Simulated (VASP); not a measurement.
Input of a VASP 6.6.1 run:

The input INCAR:

```
SYSTEM = Sr
PREC     = Accurate       ! precision mode
ENCUT    = 520            ! plane-wave cutoff, eV
EDIFF    = 1E-6           ! SCF threshold, eV
ISMEAR   = 1              ! smearing method
SIGMA    = 0.02           ! smearing width, eV
LREAL    = .False.        ! projectors in reciprocal space
LASPH    = .True.         ! aspherical terms in the spheres
NELM     = 60             ! most SCF steps
ALGO     = Normal         ! electronic algorithm
ISIF     = 2              ! what is computed and relaxed
LWAVE    = .False.        ! write WAVECAR
LCHARG   = .True.         ! write CHGCAR
GGA      = PS             ! functional
LELF     = .True.         ! ELF
LVHAR    = .True.       
NBANDS   = 28             ! bands
```

Contents of KPOINTS:

```
regular mesh
0
Gamma
  4 4 4
  0 0 0
```

File POSCAR:

```
Sr
1.0
   -4.1585000000      4.1585000000      3.5768100000
    4.1585000000     -4.1585000000      3.5768100000
    4.1585000000      4.1585000000     -3.5768100000
Sr
4
Direct
    0.1645500000      0.6645500000      0.8291000000
    0.8354500000      0.3354500000      0.1709000000
    0.6645500000      0.8354500000      0.5000000000
    0.3354500000      0.1645500000      0.5000000000
```

Potentials or basis: VASP PAW PBE potentials, release 64 (Sr_sv).

Run with:

```bash
$ cat potpaw_PBE.64/Sr_sv/POTCAR > POTCAR
$ mpirun -np 1 vasp_std > vasp.out
```

Question: What does it give for the pressure?

Answer: -0.9 GPa.

Question: What does it give for the largest force?

Answer: 0.101 eV/Å.

Stress tensor (GPa, compression positive):
```
-0.83  0.00  0.00
 0.00 -0.83  0.00
 0.00  0.00 -0.94
```

Caveat: the PAW data sets were made with another functional, which shifts forces and pressure a little.
